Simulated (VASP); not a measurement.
A run of VASP 6.6.1 is set up as follows.

The input INCAR:

```
SYSTEM = Zn
ALGO     = Fast           ! electronic algorithm
EDIFF    = 1E-6           ! SCF threshold, eV
ENCUT    = 520            ! plane-wave cutoff, eV
GGA      = CA             ! functional
ISIF     = 2              ! what is computed and relaxed
ISMEAR   = 0              ! smearing method
LASPH    = .True.         ! aspherical terms in the spheres
LCHARG   = .False.        ! write CHGCAR
LREAL    = .False.        ! projectors in reciprocal space
LWAVE    = .False.        ! write WAVECAR
NBANDS   = 12             ! bands
NELM     = 100            ! most SCF steps
PREC     = Accurate       ! precision mode
SIGMA    = 0.15           ! smearing width, eV
```

The input KPOINTS:

```
k-points
0
Gamma
  22 22 22
  0 0 0
```

The input POSCAR:

```
Zn
1.0
   -1.2945315423      1.4988185454      1.4988185454
    1.4988185454     -1.2945315423      1.4988185454
    1.4988185454      1.4988185454     -1.2945315423
Zn
1
Direct
    0.0000000000      0.0000000000      0.0000000000
```

Potentials or basis: VASP PAW LDA potentials, release 64 (Zn).

The run is started by

```console
$ cat potpaw_LDA.64/Zn/POTCAR > POTCAR
$ mpirun -np 1 vasp_std > vasp.out
```

(1) What does it give for the pressure?

(2) Estimate the band gap on the k mesh.

Answers

(1) 7.8 GPa.

(2) zero (band 6 reaches 8.20 eV, above the bottom of band 7 at 2.08 eV).
